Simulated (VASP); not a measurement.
Input of a VASP 6.6.1 run:

The input INCAR:

```
  PREC = Accurate
  ENCUT = 520
  EDIFF = 1E-6
  ISMEAR = 0
  SIGMA = 0.1
  LREAL = F
  LASPH = T
  NELM = 60
  ALGO = Fast
  ISIF = 2
  LWAVE = F
  LCHARG = T
  GGA = PS
  LELF = T
  LVHAR = T
  NBANDS = 37
```

Contents of KPOINTS:

```
Automatic mesh
0
Gamma
  12 12 6
```

Contents of POSCAR:

```
Ca3Ge2
1.0
    4.8497253389      0.0000000000      0.0000000000
   -2.4248626695      4.1999853449      0.0000000000
    0.0000000000      0.0000000000      6.9737485052
Ca Ge
3 2
Direct
    0.6666666667      0.3333333333      0.2323532082
    0.6666666667      0.3333333333      0.7676467918
    0.0000000000      0.0000000000      0.5000000000
    0.0000000000      0.0000000000      0.0000000000
    0.3333333333      0.6666666667      0.5000000000
```

Potentials or basis: VASP PAW PBE potentials, release 64 (Ca_sv, Ge_d).

The run is started by

```bash
$ cat potpaw_PBE.64/Ca_sv/POTCAR potpaw_PBE.64/Ge_d/POTCAR > POTCAR
$ mpirun -np 1 vasp_std > vasp.out
```

Problem. Estimate the largest force.

Solution. 0.007 eV/Å.

Problem. Predict the pressure.

Solution. 0.1 GPa.

Stress tensor (GPa, compression positive):
```
0.08 0.00 0.00
0.00 0.08 0.00
0.00 0.00 0.00
```

Caveat: the PAW data sets were made with another functional, which shifts forces and pressure a little.
